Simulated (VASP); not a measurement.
# Y4N (Pm-3m) in VASP: density of states with PBE

Aim: the density of states of Y4N with PBE.

All numbers are computed with VASP 6.6.1; they aren't measurements. Logs are shortened: lines on timing, memory, paths and dates and some standing lists are left out, and cuts for length are marked.

### 1 The cell of the first run

Symmetry: Pm-3m, No. 221, cubic system. Conventional cell: a = 4.978 Å, b = 4.978 Å, c = 4.978 Å, α = 90.00°, β = 90.00°, γ = 90.00°. Y (site symmetry 4/mmm) has 2 N at 2.49 Å within 3.3 Å. Within 4.6 Å of Y (site symmetry m-3m) lie 12 Y at 3.52 Å and 8 N at 4.31 Å. Within 3.3 Å of N (site symmetry m-3m) lie 6 Y at 2.49 Å.

### 2 Density of states, PBE

File POSCAR:

```
Y4N
1.0
    4.9783324696      0.0000000000      0.0000000000
    0.0000000000      4.9783324696      0.0000000000
    0.0000000000      0.0000000000      4.9783324696
Y N
4 1
Direct
    0.0000000000      0.5000000000      0.5000000000
    0.5000000000      0.5000000000      0.0000000000
    0.5000000000      0.0000000000      0.5000000000
    0.0000000000      0.0000000000      0.0000000000
    0.5000000000      0.5000000000      0.5000000000
```

File INCAR.step1:

```
SYSTEM = Y4N
PREC = Accurate ; ENCUT = 520
EDIFF = 1E-7 ; ISMEAR = 0
SIGMA = 0.1 ; LREAL = .FALSE.
LASPH = .TRUE. ; NELM = 100
ALGO = Normal ; ISIF = 2
LWAVE = .FALSE. ; LCHARG = .TRUE.
LMAXMIX = 4 ; GGA = PE
NBANDS = 32
```

File KPOINTS.step1:

```
Automatic mesh
0
G
  8 8 8
  0 0 0
```

File INCAR.step2:

```
SYSTEM = Y4N
PREC = Accurate ; ENCUT = 520
EDIFF = 1E-7 ; ISMEAR = -5
SIGMA = 0.1 ; LREAL = .FALSE.
LASPH = .TRUE. ; NELM = 100
ALGO = Normal ; ISIF = 2
LWAVE = .FALSE. ; LCHARG = .FALSE.
LMAXMIX = 4 ; GGA = PE
LORBIT = 11 ; NBANDS = 32
NEDOS = 1001 ; ICHARG = 11
```

File KPOINTS.step2:

```
Automatic mesh
0
G
  12 12 12
  0 0 0
```

Potentials or basis: VASP PAW PBE potentials, release 64 (Y_sv, N).

Command:

```
$ cat potpaw_PBE.64/Y_sv/POTCAR potpaw_PBE.64/N/POTCAR > POTCAR
$ cp INCAR.step1 INCAR
$ cp KPOINTS.step1 KPOINTS
$ mpirun -np 1 vasp_std > vasp.out
$ cp INCAR.step2 INCAR
$ cp KPOINTS.step2 KPOINTS
$ mpirun -np 1 vasp_std > vasp.out
```

OUTCAR:

```text
SYSTEM = Y4N
   PREC = Accurate
   ENCUT = 520
   EDIFF = 1E-7
   ISMEAR = -5
   LREAL = .FALSE.
   LASPH = .TRUE.
   NELM = 100
   ISIF = 2
   GGA = PE
   LORBIT = 11
   ICHARG = 11

 ion  position               nearest neighbor table
   1  0.000  0.500  0.500-   5 2.49   5 2.49   4 3.52   2 3.52   2 3.52   4 3.52   3 3.52   4 3.52
                             4 3.52   2 3.52   3 3.52   3 3.52   2 3.52   3 3.52
   2  0.500  0.500  0.000-   5 2.49   5 2.49   4 3.52   1 3.52   1 3.52   3 3.52   3 3.52   3 3.52
                             4 3.52   3 3.52   1 3.52   4 3.52   1 3.52   4 3.52
   3  0.500  0.000  0.500-   5 2.49   5 2.49   4 3.52   1 3.52   2 3.52   4 3.52   1 3.52   2 3.52
                             2 3.52   2 3.52   1 3.52   4 3.52   4 3.52   1 3.52
   4  0.000  0.000  0.000-   1 3.52   2 3.52   3 3.52   1 3.52   3 3.52   1 3.52   2 3.52   1 3.52
                             2 3.52   3 3.52   3 3.52   2 3.52
   5  0.500  0.500  0.500-   1 2.49   2 2.49   3 2.49   2 2.49   3 2.49   1 2.49

  LATTYP: Found a simple cubic cell.
 ALAT       =     4.9783324696

  Lattice vectors:

 A1 = (   4.9783324696,   0.0000000000,   0.0000000000)
 A2 = (   0.0000000000,   4.9783324696,   0.0000000000)
 A3 = (   0.0000000000,   0.0000000000,   4.9783324696)

Analysis of symmetry for initial positions (statically):
=====================================================================
 Subroutine PRICEL returns:
 Original cell was already a primitive cell.

 Routine SETGRP: Setting up the symmetry group for a
 simple cubic supercell.

 Subroutine GETGRP returns: Found 48 space group operations
 (whereof 48 operations were pure point group operations)
 out of a pool of 48 trial point group operations.

The static configuration has the point symmetry O_h .

Analysis of symmetry for dynamics (positions and initial velocities):
=====================================================================
 Subroutine PRICEL returns:
 Original cell was already a primitive cell.

 Routine SETGRP: Setting up the symmetry group for a
 simple cubic supercell.

 Subroutine GETGRP returns: Found 48 space group operations
 (whereof 48 operations were pure point group operations)
 out of a pool of 48 trial point group operations.

The dynamic configuration has the point symmetry O_h .

 Subroutine INISYM returns: Found 48 space group operations
 (whereof 48 operations are pure point group operations),
 and found     1 'primitive' translations

----------------------------------------------------------------------------------------

                                     Primitive cell

  volume of cell :     123.3820

  direct lattice vectors                    reciprocal lattice vectors
     4.978332470  0.000000000  0.000000000     0.200870473  0.000000000  0.000000000
     0.000000000  4.978332470  0.000000000     0.000000000  0.200870473  0.000000000
     0.000000000  0.000000000  4.978332470     0.000000000  0.000000000  0.200870473

  length of vectors
     4.978332470  4.978332470  4.978332470     0.200870473  0.200870473  0.200870473

  position of ions in fractional coordinates (direct lattice)
     0.000000000  0.500000000  0.500000000
     0.500000000  0.500000000  0.000000000
     0.500000000  0.000000000  0.500000000
     0.000000000  0.000000000  0.000000000
     0.500000000  0.500000000  0.500000000

  ion indices of the primitive-cell ions
   primitive index   ion index
                 1           1
                 2           2
                 3           3
                 4           4
                 5           5

----------------------------------------------------------------------------------------

 KPOINTS: Automatic mesh

Automatic generation of k-mesh.
 Grid dimensions read from file:
 generate k-points for:   12   12   12

 Generating k-lattice:

  Cartesian coordinates                     Fractional coordinates (reciprocal lattice)
     0.016739206  0.000000000  0.000000000     0.083333333  0.000000000  0.000000000
     0.000000000  0.016739206  0.000000000     0.000000000  0.083333333  0.000000000
     0.000000000  0.000000000  0.016739206     0.000000000  0.000000000  0.083333333

  Length of vectors
     0.016739206  0.016739206  0.016739206

  Shift w.r.t. Gamma in fractional coordinates (k-lattice)
     0.000000000  0.000000000  0.000000000

 TETIRR: Found    854 inequivalent tetrahedra from    10368

 Subroutine IBZKPT returns following result:
 ===========================================

 Found     84 irreducible k-points:

 Following reciprocal coordinates:
            Coordinates               Weight
  0.000000  0.000000  0.000000      1.000000
  0.083333  0.000000  0.000000      6.000000
  0.166667  0.000000  0.000000      6.000000
  0.250000  0.000000  0.000000      6.000000
  0.333333  0.000000  0.000000      6.000000
  0.416667  0.000000  0.000000      6.000000
[... 16 lines left out ...]
  0.333333  0.333333  0.000000     12.000000
  0.416667  0.333333  0.000000     24.000000
 [... further k-points ...]
   k-points           NKPTS =     84   k-points in BZ     NKDIM =     84   number of bands    NBANDS=     32
   number of dos      NEDOS =   1001   number of ions     NIONS =      5
   total plane-waves  NPLWV =  64000
   dimension x,y,z NGX =    40 NGY =   40 NGZ =   40
   dimension x,y,z NGXF=    80 NGYF=   80 NGZF=   80
   ions per type =               4   1
   NGX,Y,Z   is equivalent  to a cutoff of  13.36, 13.36, 13.36 a.u.
   NGXF,Y,Z  is equivalent  to a cutoff of  26.72, 26.72, 26.72 a.u.
 SYSTEM =  Y4N
   PREC   = accura    normal or accurate (medium, high low for compatibility)
   ISTART =      0    job   : 0-new  1-cont  2-samecut
   ICHARG =     11    charge: 1-file 2-atom 10-const
   ISPIN  =      1    spin polarized calculation?
   LNONCOLLINEAR =      F non collinear calculations
   LSORBIT =      F    spin-orbit coupling
   LASPH  =      T    aspherical Exc in radial PAW
   ENCUT  =  520.0 eV  38.22 Ry    6.18 a.u.   9.26  9.26  9.26*2*pi/ulx,y,z
   NELM   =    100;   NELMIN=  2; NELMDL=  0     # of ELM steps
   EDIFF  = 0.1E-06   stopping-criterion for ELM
   LREAL  =      F    real-space projection
   EDIFFG = 0.1E-05   stopping-criterion for IOM
   NSW    =      0    number of steps for IOM
   IBRION =     -1    ionic relax: 0-MD 1-quasi-New 2-CG
   NFREE  =      0    steps in history (QN), initial steepest desc. (CG)
   ISIF   =      2    stress and relaxation
   ISYM   =      2    0-nonsym 1-usesym 2-fastsym
   POTIM  = 0.5000    time-step for ionic-motion
   TEBEG  =    0.0;   TEEND  =   0.0 temperature during run
   PSTRESS=    0.0 pullay stress
   NELECT =      49.0000    total number of electrons
   NUPDOWN=      -1.0000    fix difference up-down
   EMIN   =  10.00;   EMAX   =-10.00  energy-range for DOS
   EFERMI =   0.00;   METHOD = LEGACY
   ISMEAR =    -5;   SIGMA  =   0.10  broadening in eV -4-tet -1-fermi 0-gaus
   EFERMI_NEDOS =   21; number of points for ismear=-14 and -15
   IALGO  =     38    algorithm
   IMIX   =      4    mixing-type and parameters
     AMIX     =   0.40;   BMIX     =  1.00
     AMIX_MAG =   1.60;   BMIX_MAG =  1.00
  volume/ion in A,a.u.               =      24.68       166.52
  Fermi-wavevector in a.u.,A,eV,Ry     =   1.203344  2.273990 19.701721  1.448036
  Thomas-Fermi vector in A             =   2.339100
   LORBIT       =     11    0 simple, 1 ext, 2 COOP (PROOUT), +10 PAW based schemes
   GGA     = PE    functional components
   LHFCALC =     F    Hartree Fock is set to
   AEXX    =    0.0000 exact exchange contribution
   IVDW    =     0    specifies the selected vdW correction
   LEPSILON=     F    determine dielectric tensor
   LRPA    =     F    only Hartree local field effects (RPA)
 non-spin polarized calculation
 Fermi weights with tetrahedron method with Bloechl corrections
  energy-cutoff  :      520.00
  volume of cell :      123.38
 maximum number of plane-waves:      3362
 NGX is ok and might be reduce to    40

 number of electron      49.0000001 magnetization

 Free energy of the ion-electron system (eV)
  ---------------------------------------------------
  ext. energy  EPLUGINS =         0.00000000
  ---------------------------------------------------
  free energy    TOTEN  =       -36.69336626 eV

  energy without entropy =      -36.69336626  energy(sigma->0) =      -36.69336626

 E-fermi :   3.7555     XC(G=0): -10.0026

 val. band max:        3.7468911756   @ k =   0.5000   0.3333   0.1667
 cond. band min:       3.7418306012   @ k =   0.2500   0.2500   0.2500
 fundamental gap:     -0.0050605744
 Fermi energy:         3.7554648204

 k-point     1 :       0.0000    0.0000    0.0000
  band No.  band energies     occupation
      1     -38.7878      2.00000
      2     -38.5641      2.00000
      3     -38.4885      2.00000
      4     -38.4885      2.00000
      5     -19.0137      2.00000
      6     -19.0137      2.00000
[... 24 lines left out ...]
     31       7.1718      0.00000
     32       7.1718      0.00000

 k-point     2 :       0.0833    0.0000    0.0000
  band No.  band energies     occupation
      1     -38.7873      2.00000
      2     -38.5633      2.00000
      3     -38.4898      2.00000
      4     -38.4885      2.00000
      5     -19.0078      2.00000
      6     -19.0078      2.00000
[... 24 lines left out ...]
     31       7.0440      0.00000
     32       7.0440      0.00000

 k-point     3 :       0.1667    0.0000    0.0000
  band No.  band energies     occupation
      1     -38.7859      2.00000
      2     -38.5610      2.00000
      3     -38.4935      2.00000
      4     -38.4885      2.00000
      5     -18.9906      2.00000
      6     -18.9906      2.00000
[... 24 lines left out ...]
     31       6.7476      0.00000
     32       6.7476      0.00000

 k-point     4 :       0.2500    0.0000    0.0000
  band No.  band energies     occupation
      1     -38.7839      2.00000
      2     -38.5573      2.00000
      3     -38.4991      2.00000
      4     -38.4884      2.00000
      5     -18.9641      2.00000
      6     -18.9641      2.00000
[... 24 lines left out ...]
     31       6.4928      0.00000
     32       6.4928      0.00000

 k-point     5 :       0.3333    0.0000    0.0000
  band No.  band energies     occupation
      1     -38.7820      2.00000
      2     -38.5527      2.00000
      3     -38.5056      2.00000
      4     -38.4884      2.00000
      5     -18.9319      2.00000
      6     -18.9319      2.00000
[... 584 lines left out ...]
     31       5.9180      0.00000
     32       6.7813      0.00000

 k-point    22 :       0.5000    0.2500    0.0000
  band No.  band energies     occupation
      1     -38.7785      2.00000
      2     -38.5376      2.00000
      3     -38.5155      2.00000
      4     -38.4967      2.00000
      5     -18.9151      2.00000
      6     -18.8894      2.00000
[... 24 lines left out ...]
     31       5.8182      0.00000
     32       6.8024      0.00000

 k-point    23 :       0.3333    0.3333    0.0000
  band No.  band energies     occupation
      1     -38.7788      2.00000
      2     -38.5398      2.00000
      3     -38.5098      2.00000
      4     -38.4997      2.00000
      5     -18.9398      2.00000
      6     -18.8898      2.00000
[... 24 lines left out ...]
     31       6.1498      0.00000
     32       6.5206      0.00000

 k-point    24 :       0.4167    0.3333    0.0000
  band No.  band energies     occupation
      1     -38.7780      2.00000
      2     -38.5344      2.00000
      3     -38.5136      2.00000
      4     -38.5020      2.00000
      5     -18.9323      2.00000
      6     -18.9019      2.00000
[... 24 lines left out ...]
     31       6.1638      0.00000
     32       6.7780      0.00000

 [... further k-points ...]
[... 5 lines left out ...]
  --------------------------------------------------------------------------------------
  -------------------------------------------------------------------------------------
  Total       -0.1481010     -0.1481010     -0.1481010      0.0000000      0.0000000      0.0000000
  in kB       -1.9231659     -1.9231659     -1.9231659      0.0000000      0.0000000      0.0000000
  external PRESSURE =      -1.9231659 kB  Pullay stress =       0.0000000 kB

 VOLUME and BASIS-vectors are now :
 -----------------------------------------------------------------------------
  energy-cutoff  :      520.00
  volume of cell :      123.38
      direct lattice vectors                 reciprocal lattice vectors
     4.978332470  0.000000000  0.000000000     0.200870473  0.000000000  0.000000000
     0.000000000  4.978332470  0.000000000     0.000000000  0.200870473  0.000000000
     0.000000000  0.000000000  4.978332470     0.000000000  0.000000000  0.200870473

 POSITION                                       TOTAL-FORCE (eV/Angst)
 -----------------------------------------------------------------------------------
      0.00000      2.48917      2.48917         0.000000      0.000000      0.000000
      2.48917      2.48917      0.00000         0.000000      0.000000      0.000000
      2.48917      0.00000      2.48917         0.000000      0.000000      0.000000
      0.00000      0.00000      0.00000         0.000000      0.000000      0.000000
      2.48917      2.48917      2.48917         0.000000      0.000000      0.000000
 -----------------------------------------------------------------------------------
    total drift:                                0.000000     -0.000000     -0.000000

  FREE ENERGIE OF THE ION-ELECTRON SYSTEM (eV)
  ---------------------------------------------------
  free  energy   TOTEN  =       -36.6933662602 eV

  energy  without entropy=      -36.6933662602  energy(sigma->0) =      -36.69336626

 total charge

# of ion       s       p       d       f       tot
--------------------------------------------------
    1        2.247   6.278   1.033   0.032   9.590
    2        2.247   6.278   1.033   0.032   9.590
    3        2.247   6.278   1.033   0.032   9.590
    4        2.289   6.265   0.970   0.007   9.530
    5        1.248   2.360   0.000   0.000   3.608
--------------------------------------------------
tot         10.279  27.459   4.068   0.102  41.907
```

Run time: 6.8 min. Hardware: 1 thread of Intel Xeon Platinum 8259CL at 2.50GHz (Skylake/Cascade Lake), shared host; peak memory 0.43 GiB.

Results:

| Quantity | Value |
| --- | --- |
| Valence electrons inside the program's atomic spheres | Y 9.59, 9.53; N 3.61 |

Caveat: tetrahedron occupations give inexact forces and stress in metals.
